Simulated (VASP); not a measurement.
Wanted: the native input for a VASP 6.6.1 run.

```yaml
Task: single point
Functional: LDA
Potentials_or_basis: VASP PAW LDA potentials, release 64 (Ir_sv_GW)
Cutoff: 560 eV
k_mesh: 22 × 22 × 22
Occupations: gaussian, width 0.15 eV
Spin: no spin polarisation
Dipole_correction: no
Further_INCAR_settings: ALGO = Normal; EDIFF = 1e-06; NBANDS = 14
```

The structure of Ir lies in POSCAR:

```
Ir
1.0
    0.0000000000      2.0943314827      1.6612237321
    2.0943314827      0.0000000000      1.6612237321
    2.0943314827      2.0943314827      0.0000000000
Ir
1
Direct
    0.0000000000      0.0000000000      0.0000000000
```

The input as run:

INCAR

```
SYSTEM = Ir
  PREC = Accurate
  ENCUT = 560
  EDIFF = 1E-6
  ISMEAR = 0
  SIGMA = 0.15
  LREAL = .False.
  LASPH = .True.
  NELM = 120
  ALGO = Normal
  ISIF = 2
  LWAVE = .False.
  LCHARG = .True.
  LELF = .True.
  LVHAR = .True.
  NBANDS = 14
  GGA_COMPAT = .False.
```

KPOINTS

```
Automatic mesh
0
Gamma
  22 22 22
  0 0 0
```

Potentials or basis: VASP PAW LDA potentials, release 64 (Ir_sv_GW).

Command:

```sh
$ cat potpaw_LDA.64/Ir_sv_GW/POTCAR > POTCAR
$ mpirun -np 1 vasp_std > vasp.out
```

Results of the run:

```yaml
Pressure: -10.5 GPa
Band_gap_on_the_k_mesh: zero (an odd number of electrons rules out a gap without spin polarisation)
```

Caveat: the stress differs along the axes, from -26 to 21 GPa; spin-orbit coupling is left out, which moves the levels of the heavy elements.

It took 75 s on 1 thread of Intel(R) Xeon(R) Platinum 8488C (Sapphire Rapids) (shared host), peak memory 0.3 GiB.
